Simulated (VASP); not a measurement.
# Pt (Fm-3m) in VASP: notebook, part 3 of 3

VASP 6.6.1.

**4. Relaxation of cell and atoms, PBE+D4**

INCAR reads:

```
  ALGO = Normal
  EDIFF = 1E-6
  EDIFFG = -0.03
  ENCUT = 600
  GGA = PE
  IBRION = 2
  ISIF = 3
  ISMEAR = 1
  IVDW = 13
  LASPH = T
  LCHARG = F
  LREAL = F
  LWAVE = F
  NELM = 100
  NSW = 80
  PREC = Accurate
  SIGMA = 0.1
```

KPOINTS reads:

```
k-points
0
Gamma
  13 13 13
```

POSCAR reads:

```
Pt
1.0
    0.0000000000      1.9609000000      1.9609000000
    1.9609000000      0.0000000000      1.9609000000
    1.9609000000      1.9609000000      0.0000000000
Pt
1
Direct
    0.0000000000      0.0000000000      0.0000000000
```

Potentials or basis: VASP PAW PBE potentials, release 64 (Pt).

Run with:

```
$ cat potpaw_PBE.64/Pt/POTCAR > POTCAR
$ mpirun -np 1 vasp_std > vasp.out
```

OUTCAR:

```text
EDIFF = 1E-6
   EDIFFG = -0.03
   ENCUT = 600
   GGA = PE
   IBRION = 2
   ISIF = 3
   ISMEAR = 1
   IVDW = 13
   LASPH = T
   LREAL = F
   NELM = 100
   NSW = 80
   PREC = Accurate

 ion  position               nearest neighbor table
   1  0.000  0.000  0.000-

  LATTYP: Found a face centered cubic cell.
 ALAT       =     3.9218000000

  Lattice vectors:

 A1 = (   0.0000000000,   1.9609000000,   1.9609000000)
 A2 = (   1.9609000000,   0.0000000000,   1.9609000000)
 A3 = (   1.9609000000,   1.9609000000,   0.0000000000)

Analysis of symmetry for initial positions (statically):
=====================================================================
 Subroutine PRICEL returns:
 Original cell was already a primitive cell.

 Routine SETGRP: Setting up the symmetry group for a
 face centered cubic supercell.

 Subroutine GETGRP returns: Found 48 space group operations
 (whereof 48 operations were pure point group operations)
 out of a pool of 48 trial point group operations.

The static configuration has the point symmetry O_h .

Analysis of symmetry for dynamics (positions and initial velocities):
=====================================================================
 Subroutine PRICEL returns:
 Original cell was already a primitive cell.

 Routine SETGRP: Setting up the symmetry group for a
 face centered cubic supercell.

 Subroutine GETGRP returns: Found 48 space group operations
 (whereof 48 operations were pure point group operations)
 out of a pool of 48 trial point group operations.

The dynamic configuration has the point symmetry O_h .

 Subroutine INISYM returns: Found 48 space group operations
 (whereof 48 operations are pure point group operations),
 and found     1 'primitive' translations

----------------------------------------------------------------------------------------

                                     Primitive cell

  volume of cell :      15.0798

  direct lattice vectors                    reciprocal lattice vectors
     0.000000000  1.960900000  1.960900000    -0.254984956  0.254984956  0.254984956
     1.960900000  0.000000000  1.960900000     0.254984956 -0.254984956  0.254984956
     1.960900000  1.960900000  0.000000000     0.254984956  0.254984956 -0.254984956

  length of vectors
     2.773131374  2.773131374  2.773131374     0.441646899  0.441646899  0.441646899

  position of ions in fractional coordinates (direct lattice)
     0.000000000  0.000000000  0.000000000

  ion indices of the primitive-cell ions
   primitive index   ion index
                 1           1

----------------------------------------------------------------------------------------

 KPOINTS: k-points

Automatic generation of k-mesh.
 Grid dimensions read from file:
 generate k-points for:   13   13   13

 Generating k-lattice:

  Cartesian coordinates                     Fractional coordinates (reciprocal lattice)
    -0.019614227  0.019614227  0.019614227     0.076923077  0.000000000  0.000000000
     0.019614227 -0.019614227  0.019614227     0.000000000  0.076923077  0.000000000
     0.019614227  0.019614227 -0.019614227     0.000000000  0.000000000  0.076923077

  Length of vectors
     0.033972838  0.033972838  0.033972838

  Shift w.r.t. Gamma in fractional coordinates (k-lattice)
     0.000000000  0.000000000  0.000000000

 Subroutine IBZKPT returns following result:
 ===========================================

 Found     84 irreducible k-points:

 Following reciprocal coordinates:
            Coordinates               Weight
  0.000000  0.000000  0.000000      1.000000
  0.076923  0.000000  0.000000      8.000000
  0.153846  0.000000  0.000000      8.000000
  0.230769  0.000000  0.000000      8.000000
  0.307692  0.000000  0.000000      8.000000
  0.384615  0.000000  0.000000      8.000000
[... 16 lines left out ...]
  0.384615  0.153846  0.000000     24.000000
  0.461538  0.153846  0.000000     24.000000
 [... further k-points ...]
   k-points           NKPTS =     84   k-points in BZ     NKDIM =     84   number of bands    NBANDS=      9
   number of dos      NEDOS =    301   number of ions     NIONS =      1
   total plane-waves  NPLWV =  13824
   dimension x,y,z NGX =    24 NGY =   24 NGZ =   24
   dimension x,y,z NGXF=    48 NGYF=   48 NGZF=   48
   ions per type =               1
   NGX,Y,Z   is equivalent  to a cutoff of  14.39, 14.39, 14.39 a.u.
   NGXF,Y,Z  is equivalent  to a cutoff of  28.78, 28.78, 28.78 a.u.
 SYSTEM =  unknown system
   PREC   = accura    normal or accurate (medium, high low for compatibility)
   ISTART =      0    job   : 0-new  1-cont  2-samecut
   ICHARG =      2    charge: 1-file 2-atom 10-const
   ISPIN  =      1    spin polarized calculation?
   LNONCOLLINEAR =      F non collinear calculations
   LSORBIT =      F    spin-orbit coupling
   LASPH  =      T    aspherical Exc in radial PAW
   ENCUT  =  600.0 eV  44.10 Ry    6.64 a.u.   5.54  5.54  5.54*2*pi/ulx,y,z
   NELM   =    100;   NELMIN=  2; NELMDL= -5     # of ELM steps
   EDIFF  = 0.1E-05   stopping-criterion for ELM
   LREAL  =      F    real-space projection
   EDIFFG = -.3E-01   stopping-criterion for IOM
   NSW    =     80    number of steps for IOM
   IBRION =      2    ionic relax: 0-MD 1-quasi-New 2-CG
   NFREE  =      1    steps in history (QN), initial steepest desc. (CG)
   ISIF   =      3    stress and relaxation
   ISYM   =      2    0-nonsym 1-usesym 2-fastsym
   POTIM  = 0.5000    time-step for ionic-motion
   TEBEG  =    0.0;   TEEND  =   0.0 temperature during run
   PSTRESS=    0.0 pullay stress
   NELECT =      10.0000    total number of electrons
   NUPDOWN=      -1.0000    fix difference up-down
   EMIN   =  10.00;   EMAX   =-10.00  energy-range for DOS
   EFERMI =   0.00;   METHOD = LEGACY
   ISMEAR =     1;   SIGMA  =   0.10  broadening in eV -4-tet -1-fermi 0-gaus
   EFERMI_NEDOS =   21; number of points for ismear=-14 and -15
   IALGO  =     38    algorithm
   IMIX   =      4    mixing-type and parameters
     AMIX     =   0.40;   BMIX     =  1.00
     AMIX_MAG =   1.60;   BMIX_MAG =  1.00
  volume/ion in A,a.u.               =      15.08       101.76
  Fermi-wavevector in a.u.,A,eV,Ry     =   1.427609  2.697791 27.729605  2.038068
  Thomas-Fermi vector in A             =   2.547760
   LORBIT       =      0    0 simple, 1 ext, 2 COOP (PROOUT), +10 PAW based schemes
   GGA     = PE    functional components
   LHFCALC =     F    Hartree Fock is set to
   AEXX    =    0.0000 exact exchange contribution
   IVDW    =    13    specifies the selected vdW correction
   LEPSILON=     F    determine dielectric tensor
   LRPA    =     F    only Hartree local field effects (RPA)
 conjugate gradient relaxation of ions
 non-spin polarized calculation
 Methfessel and Paxton  Order N= 1 SIGMA  =   0.10
  energy-cutoff  :      600.00
  volume of cell :       15.08
 maximum number of plane-waves:       531
 NGX is ok and might be reduce to    24
   NGX = 11   NGY = 11   NGZ = 11

--------------------------------------- Ionic step        1  -------------------------------------------

 number of electron      10.0000000 magnetization

 Free energy of the ion-electron system (eV)
  ---------------------------------------------------
  ext. energy  EPLUGINS =         0.00000000
  ---------------------------------------------------
  free energy    TOTEN  =        -6.07348086 eV

  energy without entropy =       -6.07238829  energy(sigma->0) =       -6.07311667

------------------------ aborting loop because EDIFF is reached ----------------------------------------

  DFT-D4 for vdW energy calculation

  Edisp (eV):   -0.77248
[... 69 lines left out ...]
--------------------------------------- Ionic step        3  -------------------------------------------

 number of electron      10.0000000 magnetization

 Free energy of the ion-electron system (eV)
  ---------------------------------------------------
  ext. energy  EPLUGINS =         0.00000000
  ---------------------------------------------------
  free energy    TOTEN  =        -6.07875893 eV

  energy without entropy =       -6.07766032  energy(sigma->0) =       -6.07839272

 E-fermi :  11.1300     XC(G=0): -13.4532

 val. band max:       11.1282159945   @ k =  -0.4615   0.3077   0.0769
 cond. band min:      11.1496247050   @ k =   0.3846   0.3077   0.0769
 fundamental gap:      0.0214087106
 Fermi energy:        11.1299853004

 k-point     1 :       0.0000    0.0000    0.0000
  band No.  band energies     occupation
      1       0.9965      2.00000
      2       7.3823      2.00000
      3       7.3823      2.00000
      4       7.3823      2.00000
      5       9.5133      2.00000
      6       9.5133      2.00000
      7      25.7979      0.00000
      8      30.7278      0.00000
      9      30.7278      0.00000
[... 265 lines left out ...]
 k-point    24 :       0.4615    0.1538    0.0000
  band No.  band energies     occupation
      1       4.5248      2.00000
      2       6.8615      2.00000
      3       7.7533      2.00000
      4       8.0494      2.00000
      5      11.2208     -0.02545
      6      12.5952     -0.00000
      7      18.6745      0.00000
      8      26.5770      0.00000
      9      28.6119      0.00000

 [... further k-points ...]

------------------------ aborting loop because EDIFF is reached ----------------------------------------

  DFT-D4 for vdW energy calculation

  Edisp (eV):   -0.76777
[... 24 lines left out ...]
  FREE ENERGIE OF THE ION-ELECTRON SYSTEM (eV)
  ---------------------------------------------------
  free  energy   TOTEN  =        -6.8465295992 eV

  energy  without entropy=       -6.8454309955  energy(sigma->0) =       -6.84616340

 reached required accuracy - stopping structural energy minimisation
```

Wall time 28 s (1 thread of Intel Xeon Platinum 8124M at 3.00GHz (Skylake/Cascade Lake), shared host); peak memory 0.15 GiB.

What came out:

```yaml
Free_energy: -6.8465 eV
Relaxed_volume: 15.18 Å³/atom
Relaxed_cell: a = 2.779 Å, b = 2.779 Å, c = 2.779 Å, α = 60.00°, β = 60.00°, γ = 60.00°
Space_group_after_relaxing_to_0.05_Å: Fm-3m (No. 225)
Energy_gained_by_relaxing: 0.6 meV/atom
Ionic_steps: 3
Pressure_after_relaxing: 0.0 GPa
Band_gap_on_the_k_mesh: zero (band 5 reaches 11.55 eV, above the bottom of band 6 at 9.40 eV)
Dispersion_energy_per_atom: -0.768 eV
```

Step by step:
```tsv
step	energy change (eV)	largest force (eV/Å)	pressure (GPa)	volume (Å³)
1	0.0000	0.0000	1.88	15.08
2	0.0040	0.0000	-4.96	15.47
3	-0.0006	0.0000	0.00	15.18
```

Final structure:
```
CELL_PARAMETERS angstrom
0.00000 1.96524 1.96524
1.96524 0.00000 1.96524
1.96524 1.96524 0.00000
ATOMIC_POSITIONS crystal
Pt 0.00000 0.00000 0.00000
```

Caveat: spin-orbit coupling is left out, which moves the levels of the heavy elements; pairwise dispersion overbinds metals, which lowers pressure and volume. Zero-point motion and thermal expansion aren't in these numbers.

**5. Relaxation of cell and atoms, r2SCAN+D4**

POSCAR is that of step 4.

INCAR.step1 reads:

```
SYSTEM = Pt
ALGO     = Normal         ! electronic algorithm
EDIFF    = 1E-4           ! SCF threshold, eV
ENCUT    = 600            ! plane-wave cutoff, eV
GGA      = PE             ! functional
ISMEAR   = 1              ! smearing method
LASPH    = .TRUE.         ! aspherical terms in the spheres
LCHARG   = .FALSE.        ! write CHGCAR
LREAL    = .FALSE.        ! projectors in reciprocal space
LWAVE    = .TRUE.         ! write WAVECAR
NELM     = 80             ! most SCF steps
PREC     = Accurate       ! precision mode
SIGMA    = 0.1            ! smearing width, eV
```

INCAR.step2 reads:

```
SYSTEM = Pt
ALGO     = Normal         ! electronic algorithm
EDIFF    = 1E-7           ! SCF threshold, eV
EDIFFG   = -0.03          ! ionic threshold
ENCUT    = 600            ! plane-wave cutoff, eV
IBRION   = 2              ! ionic algorithm
ISIF     = 3              ! what is computed and relaxed
ISMEAR   = 1              ! smearing method
ISTART   = 1            
IVDW     = 13             ! dispersion correction
LASPH    = .TRUE.         ! aspherical terms in the spheres
LCHARG   = .FALSE.        ! write CHGCAR
LMIXTAU  = .TRUE.       
LREAL    = .FALSE.        ! projectors in reciprocal space
LWAVE    = .FALSE.        ! write WAVECAR
METAGGA  = R2SCAN         ! meta-GGA
NELM     = 80             ! most SCF steps
NSW      = 80             ! ionic steps
PREC     = Accurate       ! precision mode
SIGMA    = 0.1            ! smearing width, eV
VDW_A1   = 0.51559235   
VDW_A2   = 5.77342911   
VDW_S6   = 1.0          
VDW_S8   = 0.6018749
```

KPOINTS reads:

```
k-points
0
G
  13 13 13
  0 0 0
```

Run with:

```
$ cat potpaw_PBE.64/Pt/POTCAR > POTCAR
$ cp INCAR.step1 INCAR
$ mpirun -np 1 vasp_std > vasp.out
$ cp INCAR.step2 INCAR
$ mpirun -np 1 vasp_std > vasp.out
```

Wall time 2.8 min (1 thread of Intel Xeon Platinum 8124M at 3.00GHz (Skylake/Cascade Lake), shared host); peak memory 0.16 GiB.

The run converged. Its results:

```yaml
Free_energy: -51.7414 eV
Relaxed_volume: 15.20 Å³/atom
Relaxed_cell: a = 2.781 Å, b = 2.781 Å, c = 2.781 Å, α = 60.00°, β = 60.00°, γ = 60.00°
Space_group_after_relaxing_to_0.05_Å: Fm-3m (No. 225)
Energy_gained_by_relaxing: 0.9 meV/atom
Ionic_steps: 3
Pressure_after_relaxing: 0.0 GPa
Band_gap_on_the_k_mesh: zero (band 5 reaches 11.30 eV, above the bottom of band 6 at 9.02 eV)
Dispersion_energy_per_atom: -0.254 eV
```

Step by step:
```csv
step,energy change (eV),largest force (eV/Å),pressure (GPa),volume (Å³)
1,0.0000,0.0000,2.35,15.08
2,0.0065,0.0000,-6.28,15.57
3,-0.0009,0.0000,0.00,15.20
```

Final structure:
```cif
data_structure
_symmetry_space_group_name_H-M 'P 1'
_symmetry_Int_Tables_number 1
_cell_length_a 2.7807
_cell_length_b 2.7807
_cell_length_c 2.7807
_cell_angle_alpha 60.000
_cell_angle_beta 60.000
_cell_angle_gamma 60.000
_cell_volume 15.20
loop_
_atom_site_label
_atom_site_type_symbol
_atom_site_fract_x
_atom_site_fract_y
_atom_site_fract_z
_atom_site_occupancy
Pt1 Pt 0.00000 0.00000 0.00000 1
```

Levels at points of the mesh, in eV from the Fermi level:
| k point | band 1 | band 2 | band 3 | band 4 | band 5 | band 6 | band 7 | band 8 | band 9 |
| --- | --- | --- | --- | --- | --- | --- | --- | --- | --- |
| (0.00, 0.00, 0.00) | -10.40 | -3.86 | -3.86 | -3.86 | -1.73 | -1.73 | 15.51 | 20.64 | 20.64 |

Caveat: the PAW data sets were made with another functional, which shifts forces and pressure a little; spin-orbit coupling is left out, which moves the levels of the heavy elements; pairwise dispersion overbinds metals, which lowers pressure and volume. Zero-point motion and thermal expansion aren't in these numbers.

**6. Summary**

```csv
level,gap on the mesh (eV),pressure (GPa),relaxed volume (Å³/atom)
PBE,none,-0.3,15.62
RPBE,none,-0.1,15.87
PBE+D4,none,0.0,15.18
r2SCAN+D4,none,0.0,15.20
```

Alike in all rows: task relaxation of cell and atoms; potentials or basis VASP PAW PBE potentials, release 64 (Pt); no spin polarisation; cell relaxed; k mesh 13 × 13 × 13; cutoff (eV) 600; smearing methfessel-paxton 0.1 eV.

Caveats: spin-orbit coupling is left out, which moves the levels of the heavy elements; the PAW data sets were made with another functional, which shifts forces and pressure a little (some runs); pairwise dispersion overbinds metals, which lowers pressure and volume (some runs).

Absolute energies hang on the potentials; compare differences alone.
